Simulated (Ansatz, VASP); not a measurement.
## Zn: VASP beside Ansatz

```xyz
5
Lattice="2.6356 0.0000 0.0000 -1.3178 2.2825 0.0000 0.0000 0.0000 26.1851" Properties=species:S:1:pos:R:3 pbc="T T T"
Zn    0.0000    0.0000    8.2407
Zn    0.0000    1.5217   10.6991
Zn    0.0000    0.0000   13.0925
Zn    0.0000    1.5217   15.4860
Zn    0.0000    0.0000   17.9444
```

Alike in both runs: functional PBE; k mesh 16 × 16 × 1; occupations fermi-dirac, width 0.08 eV; no spin polarisation.

Ansatz relaxed the structure, and its values are those at the end. VASP's run is a single point on that final structure, the one shown.

```csv
,VASP,Ansatz
version,VASP 6.6.1,Ansatz 0.2.0
potentials or method,"VASP PAW PBE potentials, release 64 (Zn), cutoff 520 eV","all-electron LAPW, scalar-relativistic"
```

VASP gave:

```
rms of the force components (eV/Å) : 0.005
```

Task: Estimate Ansatz's values.

Result: rms of the force components (eV/Å): 0.002.

Ansatz ran all-electron here, and VASP with PAW potentials.
